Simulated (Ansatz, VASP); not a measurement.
# TiCo2: VASP beside Ansatz

```xyz
6
Lattice="0.0000 3.2443 3.2443 3.2443 0.0000 3.2443 3.2443 3.2443 0.0000" Properties=species:S:1:pos:R:3 pbc="T T T"
Ti    3.2443    3.2443    3.2443
Ti    4.8664    4.8664    4.8664
Co    0.8111    0.8111    0.8111
Co    0.8111    2.4332    2.4332
Co    2.4332    2.4332    0.8111
Co    2.4332    0.8111    2.4332
```

Alike in both runs: functional LDA; k mesh 6 × 6 × 6; occupations gaussian, width 0.1 eV; collinear spin.

Ansatz relaxed the structure, and its values are those at the end. VASP's run is a single point on that final structure, the one shown.

|  | VASP | Ansatz |
| --- | --- | --- |
| version | VASP 6.6.1 | Ansatz 0.2.0 |
| potentials or method | VASP PAW LDA potentials, release 64 (Ti_sv, Co), cutoff 520 eV | scalar-relativistic, plane waves, PAW |
| valence electrons in the cell | 60 | 92 |

Ansatz gave:

| Quantity | Value |
| --- | --- |
| gap on the k mesh at the Fermi level (eV) | none |
| pressure (GPa) | -0.1 |
| net moment per atom (μB) | 0.00 |

Problem. Estimate VASP's values.

Solution. gap on the k mesh at the Fermi level (eV): none; pressure (GPa): -0.6; net moment per atom (μB): 0.00.

LDA's correlation is that of Perdew and Zunger in VASP and of Perdew and Wang (1992) in Ansatz. A gap of «none» marks a metal or a gap that the smearing closes. VASP's potentials hold 60 valence electrons a cell and Ansatz's 92, so a difference there can come from the potentials and not from the codes. Ansatz's warnings: seeded moment not kept.
